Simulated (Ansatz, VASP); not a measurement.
## One calculation of WSe2, two programs

```
W Se
1.0
     3.39427    0.00332   -0.03481
    -1.69426    2.89018    0.01034
    -0.17475   -0.04094   16.60200
W Se
1 2
Direct
  0.94693 0.99300 0.00857
  0.38232 0.66687 0.09789
  0.33742 0.67346 0.89355
```

Change from the starting cell: all atoms moved at random (sigma 0.22 Å a component), cell strained at random (sigma 0.01).

Alike in both runs: task single point; functional r2SCAN; k mesh 12 × 12 × 2; occupations gaussian, width 0.05 eV; no spin polarisation.

```csv
,VASP,Ansatz
version,VASP 6.6.1,Ansatz 0.2.0
potentials or method,"VASP PAW PBE potentials, release 64 (W_sv, Se), cutoff 520 eV","scalar-relativistic, plane waves, PAW"
valence electrons in the cell,26,46
```

Ansatz gave:

* gap on the k mesh at the Fermi level (eV): 0.99
* least direct gap on the mesh (eV): 1.23
* rms of the force components (eV/Å): 3.280

Problem. What did VASP give for the same quantities?

Solution. gap on the k mesh at the Fermi level (eV): 0.98; least direct gap on the mesh (eV): 1.22; rms of the force components (eV/Å): 3.291.

VASP's potentials were made for PBE, not for r2SCAN. Atom by atom the forces differ by 0.023 eV/Å (rms over components). The functional is the same, so the differences come from potentials, cutoffs and numerics. VASP's potentials hold 26 valence electrons a cell and Ansatz's 46, so a difference there can come from the potentials and not from the codes.

Spin-orbit coupling is off throughout.
